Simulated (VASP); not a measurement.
# Tl2GeSe4 (P4/mmm) in VASP: single point with PBEsol

Aim: the single point of Tl2GeSe4 with PBEsol.

All numbers are computed with VASP 6.6.1; they aren't measurements. Logs are shortened: lines on timing, memory, paths and dates and some standing lists are left out, and cuts for length are marked.

### Step 1. The cell of the first run

Symmetry: P4/mmm, No. 123, tetragonal system. Conventional cell: a = 6.964 Å, b = 6.964 Å, c = 3.895 Å, α = 90.00°, β = 90.00°, γ = 90.00°. Within 4.1 Å of Tl (site symmetry mmm) lie 8 Se at 3.14 Å and 2 Tl at 3.89 Å and 4 Ge at 3.99 Å. Ge (site symmetry 4/mmm) has 4 Se at 2.42 Å within 3.2 Å. Within 3.2 Å of Se (site symmetry m2m) lie 1 Ge at 2.42 Å and 4 Tl at 3.14 Å.

### Step 2. Single point, PBEsol

INCAR reads:

```
PREC = Accurate
ENCUT = 520
EDIFF = 1E-6
ISMEAR = -1
SIGMA = 0.03
LREAL = False
LASPH = True
NELM = 100
ALGO = Normal
ISIF = 2
LWAVE = False
LCHARG = False
GGA = PS
NBANDS = 41
```

KPOINTS reads:

```
Automatic mesh
0
Gamma
  4 4 6
```

POSCAR reads:

```
Tl2GeSe4
1.0
    6.9635843671      0.0000000000      0.0000000000
    0.0000000000      6.9635843671      0.0000000000
    0.0000000000      0.0000000000      3.8948981071
Tl Ge Se
2 1 4
Direct
    0.5000000000      0.0000000000      0.5000000000
    0.0000000000      0.5000000000      0.5000000000
    0.0000000000      0.0000000000      0.0000000000
    0.2455358686      0.7544641314      0.0000000000
    0.2455358686      0.2455358686      0.0000000000
    0.7544641314      0.7544641314      0.0000000000
    0.7544641314      0.2455358686      0.0000000000
```

Potentials or basis: VASP PAW PBE potentials, release 64 (Tl_d, Ge_d, Se).

Run with:

```sh
$ cat potpaw_PBE.64/Tl_d/POTCAR potpaw_PBE.64/Ge_d/POTCAR potpaw_PBE.64/Se/POTCAR > POTCAR
$ mpirun -np 1 vasp_std > vasp.out
```

OUTCAR:

```text
PREC = Accurate
   ENCUT = 520
   EDIFF = 1E-6
   ISMEAR = -1
   LREAL = False
   LASPH = True
   NELM = 100
   ISIF = 2
   GGA = PS

 ion  position               nearest neighbor table
   1  0.500  0.000  0.500-   4 3.14   5 3.14   6 3.14   7 3.14   4 3.14   5 3.14   6 3.14   7 3.14

   2  0.000  0.500  0.500-   4 3.14   5 3.14   6 3.14   7 3.14   4 3.14   5 3.14   6 3.14   7 3.14

   3  0.000  0.000  0.000-   4 2.42   5 2.42   6 2.42   7 2.42
   4  0.246  0.754  0.000-   3 2.42   2 3.14   1 3.14   1 3.14   2 3.14
   5  0.246  0.246  0.000-   3 2.42   2 3.14   1 3.14   1 3.14   2 3.14
   6  0.754  0.754  0.000-   3 2.42   2 3.14   1 3.14   1 3.14   2 3.14
   7  0.754  0.246  0.000-   3 2.42   2 3.14   1 3.14   1 3.14   2 3.14

  LATTYP: Found a simple tetragonal cell.
 ALAT       =     6.9635843671
 C/A-ratio  =     0.5593237479

  Lattice vectors:

 A1 = (   6.9635843671,   0.0000000000,   0.0000000000)
 A2 = (   0.0000000000,   6.9635843671,   0.0000000000)
 A3 = (   0.0000000000,   0.0000000000,   3.8948981071)

Analysis of symmetry for initial positions (statically):
=====================================================================
 Subroutine PRICEL returns:
 Original cell was already a primitive cell.

 Routine SETGRP: Setting up the symmetry group for a
 simple tetragonal supercell.

 Subroutine GETGRP returns: Found 16 space group operations
 (whereof 16 operations were pure point group operations)
 out of a pool of 16 trial point group operations.

The static configuration has the point symmetry D_4h.

Analysis of symmetry for dynamics (positions and initial velocities):
=====================================================================
 Subroutine PRICEL returns:
 Original cell was already a primitive cell.

 Routine SETGRP: Setting up the symmetry group for a
 simple tetragonal supercell.

 Subroutine GETGRP returns: Found 16 space group operations
 (whereof 16 operations were pure point group operations)
 out of a pool of 16 trial point group operations.

The dynamic configuration has the point symmetry D_4h.

 Subroutine INISYM returns: Found 16 space group operations
 (whereof 16 operations are pure point group operations),
 and found     1 'primitive' translations

----------------------------------------------------------------------------------------

                                     Primitive cell

  volume of cell :     188.8695

  direct lattice vectors                    reciprocal lattice vectors
     6.963584367  0.000000000  0.000000000     0.143604205  0.000000000  0.000000000
     0.000000000  6.963584367  0.000000000     0.000000000  0.143604205  0.000000000
     0.000000000  0.000000000  3.894898107     0.000000000  0.000000000  0.256746126

  length of vectors
     6.963584367  6.963584367  3.894898107     0.143604205  0.143604205  0.256746126

  position of ions in fractional coordinates (direct lattice)
     0.500000000  0.000000000  0.500000000
     0.000000000  0.500000000  0.500000000
     0.000000000  0.000000000  0.000000000
     0.245535869  0.754464131  0.000000000
     0.245535869  0.245535869  0.000000000
     0.754464131  0.754464131  0.000000000
     0.754464131  0.245535869  0.000000000

  ion indices of the primitive-cell ions
   primitive index   ion index
                 1           1
                 2           2
                 3           3
                 4           4
                 5           5
                 6           6
                 7           7

----------------------------------------------------------------------------------------

 KPOINTS: Automatic mesh

Automatic generation of k-mesh.
 Grid dimensions read from file:
 generate k-points for:    4    4    6

 Generating k-lattice:

  Cartesian coordinates                     Fractional coordinates (reciprocal lattice)
     0.035901051  0.000000000  0.000000000     0.250000000  0.000000000  0.000000000
     0.000000000  0.035901051  0.000000000     0.000000000  0.250000000  0.000000000
     0.000000000  0.000000000  0.042791021     0.000000000  0.000000000  0.166666667

  Length of vectors
     0.035901051  0.035901051  0.042791021

  Shift w.r.t. Gamma in fractional coordinates (k-lattice)
     0.000000000  0.000000000  0.000000000

 Subroutine IBZKPT returns following result:
 ===========================================

 Found     24 irreducible k-points:

 Following reciprocal coordinates:
            Coordinates               Weight
  0.000000  0.000000  0.000000      1.000000
  0.250000  0.000000  0.000000      4.000000
  0.500000  0.000000  0.000000      2.000000
  0.250000  0.250000  0.000000      4.000000
  0.500000  0.250000  0.000000      4.000000
  0.500000  0.500000  0.000000      1.000000
[... 16 lines left out ...]
  0.500000  0.250000  0.500000      4.000000
  0.500000  0.500000  0.500000      1.000000
   k-points           NKPTS =     24   k-points in BZ     NKDIM =     24   number of bands    NBANDS=     41
   number of dos      NEDOS =    301   number of ions     NIONS =      7
   total plane-waves  NPLWV =  87480
   dimension x,y,z NGX =    54 NGY =   54 NGZ =   30
   dimension x,y,z NGXF=   108 NGYF=  108 NGZF=   60
   ions per type =               2   1   4
   NGX,Y,Z   is equivalent  to a cutoff of  12.89, 12.89, 12.80 a.u.
   NGXF,Y,Z  is equivalent  to a cutoff of  25.78, 25.78, 25.61 a.u.
 SYSTEM =  unknown system
   PREC   = accura    normal or accurate (medium, high low for compatibility)
   ISTART =      0    job   : 0-new  1-cont  2-samecut
   ICHARG =      2    charge: 1-file 2-atom 10-const
   ISPIN  =      1    spin polarized calculation?
   LNONCOLLINEAR =      F non collinear calculations
   LSORBIT =      F    spin-orbit coupling
   LASPH  =      T    aspherical Exc in radial PAW
   ENCUT  =  520.0 eV  38.22 Ry    6.18 a.u.  12.95 12.95  7.24*2*pi/ulx,y,z
   NELM   =    100;   NELMIN=  2; NELMDL= -5     # of ELM steps
   EDIFF  = 0.1E-05   stopping-criterion for ELM
   LREAL  =      F    real-space projection
   EDIFFG = 0.1E-04   stopping-criterion for IOM
   NSW    =      0    number of steps for IOM
   IBRION =     -1    ionic relax: 0-MD 1-quasi-New 2-CG
   NFREE  =      0    steps in history (QN), initial steepest desc. (CG)
   ISIF   =      2    stress and relaxation
   ISYM   =      2    0-nonsym 1-usesym 2-fastsym
   POTIM  = 0.5000    time-step for ionic-motion
   TEBEG  =    0.0;   TEEND  =   0.0 temperature during run
   PSTRESS=    0.0 pullay stress
   NELECT =      64.0000    total number of electrons
   NUPDOWN=      -1.0000    fix difference up-down
   EMIN   =  10.00;   EMAX   =-10.00  energy-range for DOS
   EFERMI =   0.00;   METHOD = LEGACY
   ISMEAR =    -1;   SIGMA  =   0.03  broadening in eV -4-tet -1-fermi 0-gaus
   EFERMI_NEDOS =   21; number of points for ismear=-14 and -15
   IALGO  =     38    algorithm
   IMIX   =      4    mixing-type and parameters
     AMIX     =   0.40;   BMIX     =  1.00
     AMIX_MAG =   1.60;   BMIX_MAG =  1.00
  volume/ion in A,a.u.               =      26.98       182.08
  Fermi-wavevector in a.u.,A,eV,Ry     =   1.141338  2.156816 17.723658  1.302652
  Thomas-Fermi vector in A             =   2.278038
   LORBIT       =      0    0 simple, 1 ext, 2 COOP (PROOUT), +10 PAW based schemes
   GGA     = PS    functional components
   LHFCALC =     F    Hartree Fock is set to
   AEXX    =    0.0000 exact exchange contribution
   IVDW    =     0    specifies the selected vdW correction
   LEPSILON=     F    determine dielectric tensor
   LRPA    =     F    only Hartree local field effects (RPA)
 non-spin polarized calculation
  energy-cutoff  :      520.00
  volume of cell :      188.87
 maximum number of plane-waves:      5124
 NGX is ok and might be reduce to    54
   NGX = 25   NGY = 25   NGZ = 15

 number of electron      63.9999999 magnetization

 Free energy of the ion-electron system (eV)
  ---------------------------------------------------
  ext. energy  EPLUGINS =         0.00000000
  ---------------------------------------------------
  free energy    TOTEN  =       -25.42906156 eV

  energy without entropy =      -25.41866040  energy(sigma->0) =      -25.42386098

 E-fermi :   3.5242     XC(G=0):  -9.4968

 val. band max:        3.4936303583   @ k =   0.5000   0.2500   0.0000
 cond. band min:       3.5539046264   @ k =   0.2500   0.0000   0.1667
 fundamental gap:      0.0602742681
 Fermi energy:         3.5241995748

 k-point     1 :       0.0000    0.0000    0.0000
  band No.  band energies     occupation
      1     -21.4480      2.00000
      2     -21.3839      2.00000
      3     -21.3839      2.00000
      4     -21.3453      2.00000
      5     -21.2891      2.00000
      6     -10.4784      2.00000
[... 33 lines left out ...]
     40       8.8495      0.00000
     41       8.8495      0.00000

 k-point     2 :       0.2500    0.0000    0.0000
  band No.  band energies     occupation
      1     -21.4480      2.00000
      2     -21.3839      2.00000
      3     -21.3839      2.00000
      4     -21.3453      2.00000
      5     -21.2891      2.00000
      6     -10.3882      2.00000
[... 33 lines left out ...]
     40       8.8743      0.00000
     41       9.1612      0.00000

 k-point     3 :       0.5000    0.0000    0.0000
  band No.  band energies     occupation
      1     -21.4480      2.00000
      2     -21.3839      2.00000
      3     -21.3839      2.00000
      4     -21.3453      2.00000
      5     -21.2890      2.00000
      6     -10.2638      2.00000
[... 33 lines left out ...]
     40       9.1275      0.00000
     41       9.6162      0.00000

 k-point     4 :       0.2500    0.2500    0.0000
  band No.  band energies     occupation
      1     -21.4480      2.00000
      2     -21.3839      2.00000
      3     -21.3839      2.00000
      4     -21.3453      2.00000
      5     -21.2891      2.00000
      6     -10.2976      2.00000
[... 825 lines left out ...]
     40       8.7666      0.00000
     41       9.5059      0.00000

 k-point    23 :       0.5000    0.2500    0.5000
  band No.  band energies     occupation
      1     -21.4427      2.00000
      2     -21.3855      2.00000
      3     -21.3855      2.00000
      4     -21.3450      2.00000
      5     -21.2889      2.00000
      6      -9.9109      2.00000
[... 33 lines left out ...]
     40       8.3222      0.00000
     41       9.6172      0.00000

 k-point    24 :       0.5000    0.5000    0.5000
  band No.  band energies     occupation
      1     -21.4427      2.00000
      2     -21.3855      2.00000
      3     -21.3855      2.00000
      4     -21.3450      2.00000
      5     -21.2889      2.00000
      6      -9.8735      2.00000
[... 33 lines left out ...]
     40       8.7997      0.00000
     41       9.7229      0.00000

------------------------ aborting loop because EDIFF is reached ----------------------------------------

  FORCE on cell =-STRESS in cart. coord.  units (eV):
  Direction    XX          YY          ZZ          XY          YZ          ZX
  --------------------------------------------------------------------------------------
  -------------------------------------------------------------------------------------
  Total        0.0815332      0.0815332      0.0702510      0.0000000     -0.0000000     -0.0000000
  in kB        0.6916452      0.6916452      0.5959384      0.0000000     -0.0000000     -0.0000000
  external PRESSURE =       0.6597430 kB  Pullay stress =       0.0000000 kB

 VOLUME and BASIS-vectors are now :
 -----------------------------------------------------------------------------
  energy-cutoff  :      520.00
  volume of cell :      188.87
      direct lattice vectors                 reciprocal lattice vectors
     6.963584367  0.000000000  0.000000000     0.143604205  0.000000000  0.000000000
     0.000000000  6.963584367  0.000000000     0.000000000  0.143604205  0.000000000
     0.000000000  0.000000000  3.894898107     0.000000000  0.000000000  0.256746126

 POSITION                                       TOTAL-FORCE (eV/Angst)
 -----------------------------------------------------------------------------------
      3.48179      0.00000      1.94745         0.000000     -0.000000      0.000000
      0.00000      3.48179      1.94745         0.000000     -0.000000      0.000000
      0.00000      0.00000      0.00000         0.000000     -0.000000      0.000000
      1.70981      5.25377      0.00000         0.007355     -0.007355     -0.000000
      1.70981      1.70981      0.00000         0.007355      0.007355     -0.000000
      5.25377      5.25377      0.00000        -0.007355     -0.007355      0.000000
      5.25377      1.70981      0.00000        -0.007355      0.007355      0.000000
 -----------------------------------------------------------------------------------
    total drift:                                0.000000      0.000000      0.000000

  FREE ENERGIE OF THE ION-ELECTRON SYSTEM (eV)
  ---------------------------------------------------
  free  energy   TOTEN  =       -25.4290615640 eV

  energy  without entropy=      -25.4186603983  energy(sigma->0) =      -25.42386098
```

Wall time 6.2 min (1 thread of Intel Xeon 8259CL, shared host); peak memory 0.39 GiB.

What came out:

* Free energy: -25.4291 eV
* Pressure: 0.1 GPa
* Largest force: 0.010 eV/Å
* Band gap on the k mesh: zero (band 32 reaches 4.27 eV, above the bottom of band 33 at 2.99 eV)

Forces in eV/Å, atoms in the order of the input:
```
Tl   0.000  0.000  0.000
Tl   0.000  0.000  0.000
Ge   0.000  0.000  0.000
Se   0.007 -0.007  0.000
Se   0.007  0.007  0.000
Se  -0.007 -0.007  0.000
Se  -0.007  0.007  0.000
```

Caveat: the PAW data sets were made with another functional, which shifts forces and pressure a little; spin-orbit coupling is left out, which moves the levels of the heavy elements.
